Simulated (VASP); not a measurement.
BaTe: single point with PBE

Crystal: BaTe.

```xyz
4
Lattice="2.4968 1.4415 8.1937 -2.4968 1.4415 8.1937 0.0000 -2.8830 8.1937" Properties=species:S:1:pos:R:3 pbc="T T T"
Ba    0.0000    0.0000    0.0016
Ba    0.0000    0.0000   12.2925
Te    0.0000    0.0000    6.1380
Te    0.0000    0.0000   18.4398
```

```json
{"Program": "VASP 6.6.1", "Task": "single point", "Functional": "PBE", "Potentials or basis": "VASP PAW PBE potentials, release 64 (Ba_sv, Te)", "Cutoff": "520 eV", "k mesh": "6 × 6 × 6", "Occupations": "gaussian, width 0.1 eV", "Spin": "no spin polarisation"}
```

```
Pressure               : 0.2 GPa
Largest force          : 0.031 eV/Å
Band gap on the k mesh : 1.58 eV
```

Forces on the atoms (eV/Å):
```
Ba   0.000  0.000 -0.006
Ba   0.000  0.000 -0.008
Te   0.000  0.000  0.031
Te   0.000  0.000 -0.018
```

Stress tensor (GPa, compression positive):
```
0.23 0.00 0.00
0.00 0.23 0.00
0.00 0.00 0.12
```

Levels at points of the mesh, in eV from the valence-band top:
```csv
k point,band 14,band 15,band 16,band 17,band 18,band 19
"(0.00, 0.00, 0.00)",-0.02,0.00,0.00,2.78,2.92,2.95
"(0.50, 0.00, 0.00)",-0.98,-0.76,-0.75,2.68,2.69,4.89
"(0.50, 0.50, 0.00)",-1.07,-0.39,-0.38,1.58,4.14,4.37
"(0.50, 0.50, 0.50)",-0.63,-0.62,-0.62,3.10,3.11,3.63
```

It took 3.3 min on 1 thread of Intel(R) Xeon(R) 6975P-C (Granite Rapids), on a shared host, peak memory 0.7 GiB.

Caveat: spin-orbit coupling is left out, which moves the levels of the heavy elements. A k mesh can miss the band edges.
